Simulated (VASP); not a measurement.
Write the native input for VASP 6.6.1 that does the following.

```yaml
Task: electric field gradients
Functional: r2SCAN
Potentials_or_basis: VASP PAW PBE potentials, release 64 (Sr_sv)
Cutoff: 520 eV
k_mesh: 9 × 9 × 9
Occupations: fermi-dirac, width 0.03 eV
Spin: no spin polarisation
Dipole_correction: no
Further_INCAR_settings: ALGO = Normal; EDIFF = 1e-08; NBANDS = 11
```

The system is Sr.

```
Sr
1.0
     0.00000    3.05868    3.05868
     3.05868    0.00000    3.05868
     3.05868    3.05868    0.00000
Sr
1
Direct
  0.00000 0.00000 0.00000
```

This cell differs from its parent crystal: volume scaled by 1.025.

One way to write it, as run:

POSCAR

```
Sr
1.0
    0.0000000000      3.0586753663      3.0586753663
    3.0586753663      0.0000000000      3.0586753663
    3.0586753663      3.0586753663      0.0000000000
Sr
1
Direct
    0.0000000000      0.0000000000      0.0000000000
```

INCAR.step1

```
SYSTEM = Sr
  PREC = Accurate
  ENCUT = 520
  ISMEAR = -1
  SIGMA = 0.03
  LREAL = .FALSE.
  LASPH = .TRUE.
  NELM = 60
  NBANDS = 11
  GGA = PE
  ALGO = Normal
  EDIFF = 1E-4
  LWAVE = .TRUE.
  LCHARG = .FALSE.
```

INCAR.step2

```
SYSTEM = Sr
  PREC = Accurate
  ENCUT = 520
  EDIFF = 1E-8
  ISMEAR = -1
  SIGMA = 0.03
  LREAL = .FALSE.
  LASPH = .TRUE.
  NELM = 60
  ALGO = Normal
  ISIF = 2
  LWAVE = .FALSE.
  LCHARG = .FALSE.
  METAGGA = R2SCAN
  LMIXTAU = .TRUE.
  LEFG = .TRUE.
  NBANDS = 11
  ISTART = 1
```

KPOINTS

```
Automatic mesh
0
G
  9 9 9
  0 0 0
```

Potentials or basis: VASP PAW PBE potentials, release 64 (Sr_sv).

Launch:

```console
$ cat potpaw_PBE.64/Sr_sv/POTCAR > POTCAR
$ cp INCAR.step1 INCAR
$ mpirun -np 1 vasp_std > vasp.out
$ cp INCAR.step2 INCAR
$ mpirun -np 1 vasp_std > vasp.out
```

It gave:

| Property | Result |
| --- | --- |
| Pressure | -0.1 GPa |
| Band gap on the k mesh | zero (band 5 reaches 1.44 eV, above the bottom of band 6 at 1.42 eV) |

Caveat: without QUAD_EFG the Cq values of the log hold for a quadrupole moment of 1 mb, not for the nuclei; the PAW data sets were made with another functional, which shifts forces and pressure a little.

Wall time 47 s on 1 thread of Intel(R) Xeon(R) 6975P-C (Granite Rapids) (shared host), peak memory 0.18 GiB.
